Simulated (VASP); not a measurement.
**TePb: single point with PBEsol**

The system is TePb.

```
CELL_PARAMETERS angstrom
0.00000 3.60328 3.60328
3.60328 0.00000 3.60328
3.60328 3.60328 0.00000
ATOMIC_POSITIONS crystal
Pb 0.00000 0.00000 0.00000
Te 0.25000 0.25000 0.25000
```

| Property | Result |
| --- | --- |
| Program | VASP 6.6.1 |
| Task | single point |
| Functional | PBEsol |
| Potentials or basis | VASP PAW PBE potentials, release 64 (Pb_d, Te) |
| Cutoff | 520 eV |
| k mesh | 6 × 6 × 6 |
| Occupations | fermi-dirac, width 0.02 eV |
| Spin | no spin polarisation |
| Dipole correction | no |
| Further INCAR settings | ALGO = Normal; EDIFF = 1e-06; NBANDS = 17 |

* Pressure: 0.0 GPa
* Band gap on the k mesh: 0.62 eV, indirect (least direct gap 1.11 eV)

Levels at points of the mesh, in eV from the valence-band top:
```
           k point  band 7  band 8  band 9  band 10  band 11  band 12  band 13  band 14
(0.00, 0.00, 0.00)   -6.03   -1.38   -1.38    -1.38     1.62     1.62     1.62     4.10
(0.50, 0.00, 0.00)   -7.79   -1.96   -1.96    -1.88     2.45     2.45     3.95     5.80
(0.50, 0.50, 0.00)   -8.32   -2.67   -2.67    -0.49     0.62     4.64     4.64     5.74
```

Run time: 23 s on 1 thread of Intel(R) Xeon(R) 6975P-C (Granite Rapids), with other jobs on the host, peak memory 0.24 GiB.

Caveat: the PAW data sets were made with another functional, which shifts forces and pressure a little; spin-orbit coupling is left out, which moves the levels of the heavy elements. A k mesh can miss the band edges.
